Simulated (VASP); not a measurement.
**MgO: single point with r2SCAN+D3(BJ)**

**Measured values to compare with.**

“Electronic structure of alkaline earth and post-transition metal oxides”, 2009, arxiv:0908.1581 quotes, for a bulk crystal of MgO: band gap 7.83 eV.

The system is MgO.

```
CELL_PARAMETERS angstrom
0.00000 2.09570 2.09570
2.09570 0.00000 2.09570
2.09570 2.09570 0.00000
ATOMIC_POSITIONS crystal
Mg 0.00000 0.00000 0.00000
O 0.50000 0.50000 0.50000
```

- Program: VASP 6.6.1
- Task: single point
- Functional: r2SCAN
- Dispersion: D3(BJ)
- Potentials or basis: VASP PAW PBE potentials, release 64 (Mg, O)
- Cutoff: 520 eV
- k mesh: 10 × 10 × 10
- Occupations: gaussian, width 0.05 eV
- Spin: no spin polarisation
- Dipole correction: no
- Further INCAR settings: ALGO = Normal; EDIFF = 1e-06; NBANDS = 11

```yaml
Pressure: -2.1 GPa
Band_gap_on_the_k_mesh: 5.75 eV, direct
Dispersion_energy_per_atom: -0.141 eV
```

Levels at points of the mesh, in eV from the valence-band top:
```tsv
k point	band 1	band 2	band 3	band 4	band 5	band 6	band 7	band 8
(0.00, 0.00, 0.00)	-18.28	0.00	0.00	0.00	5.75	16.92	16.92	16.92
(0.50, 0.00, 0.00)	-16.99	-4.68	-0.69	-0.69	8.90	13.98	17.58	17.58
(0.50, 0.50, 0.00)	-16.74	-4.16	-1.40	-1.40	10.05	11.23	14.46	20.61
```

Wall time 78 s on 1 thread of Intel Xeon 8259CL, with other jobs on the host, peak memory 0.16 GiB.

Measured gap of MgO: 7.83 eV (quoted in “Electronic structure of alkaline earth and post-transition metal oxides”, 2009, arxiv:0908.1581). This calculation gives 5.75 eV (-2.08 eV). The value is that of r2SCAN+D3(BJ), without temperature or zero-point motion.

Caveat: three body term missing; the PAW data sets were made with another functional, which shifts forces and pressure a little.
